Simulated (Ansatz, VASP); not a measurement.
**ZrO2 in VASP and in Ansatz**

```
Zr O
1.0
     3.60103    0.00000    0.00000
     0.00000    3.60103    0.00000
     0.00000    0.00000    5.22718
Zr O
2 4
Direct
  0.00000 0.00000 0.00000
  0.50000 0.50000 0.50000
  0.00000 0.50000 0.19697
  0.00000 0.50000 0.69697
  0.50000 0.00000 0.30303
  0.50000 0.00000 0.80303
```

Alike in both runs: task single point; functional PBE; k mesh 8 × 8 × 6; non-collinear spin, spin-orbit coupling.

|  | VASP | Ansatz |
| --- | --- | --- |
| version | VASP 6.6.1 | Ansatz 0.2.0 |
| potentials or method | VASP PAW PBE potentials, release 64 (Zr_sv, O) | plane waves, PAW |
| plane-wave cutoff (eV) | 600 | 420 |
| occupations | gaussian, width 0.01 eV | fixed |
| valence electrons in the cell | 48 | 48 |

|  | VASP | Ansatz | Ansatz less VASP |
| --- | --- | --- | --- |
| pressure (GPa) | 4.0 | 3.9 | -0.12 |
| traceless stress, the component that is largest in VASP (GPa) | -0.14 | -0.07 | +0.069 |
| rms of the force components (eV/Å) | 0.018 | 0.009 | -0.0087 |
| net moment per atom (μB) | 0.00 | 0.00 | 0.000 |

Atom by atom the forces differ by 0.009 eV/Å (rms over components).
